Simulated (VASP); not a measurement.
C, a slab with vacuum:

```
CELL_PARAMETERS angstrom
2.46563 0.00000 0.00000
-1.23281 2.13417 0.00000
0.00000 0.00000 26.00000
ATOMIC_POSITIONS crystal
C 0.66670 0.33340 0.50000
C 0.33330 0.66660 0.50000
```

Base run:

| Property | Result |
| --- | --- |
| Program | VASP 6.6.1 |
| Functional | PBE |
| Dispersion | D3(BJ) |
| Potentials or basis | VASP PAW PBE potentials, release 64 (C) |
| Cutoff | 520 eV |
| k mesh | 8 × 8 × 1 |
| Occupations | gaussian, width 0.1 eV |
| Spin | no spin polarisation |

Its results: band gap on the k mesh 1.97 eV, direct; largest force 0.009 eV/Å.

Question: The run is repeated on the same cell with these changes: k mesh from 8 × 8 × 1 to 12 × 12 × 1; occupations from gaussian, width 0.1 eV to gaussian, width 0.02 eV. What comes out?

Answer: Band gap on the k mesh 0.00 eV, direct; largest force 0.024 eV/Å.

A k mesh can miss the band edges.
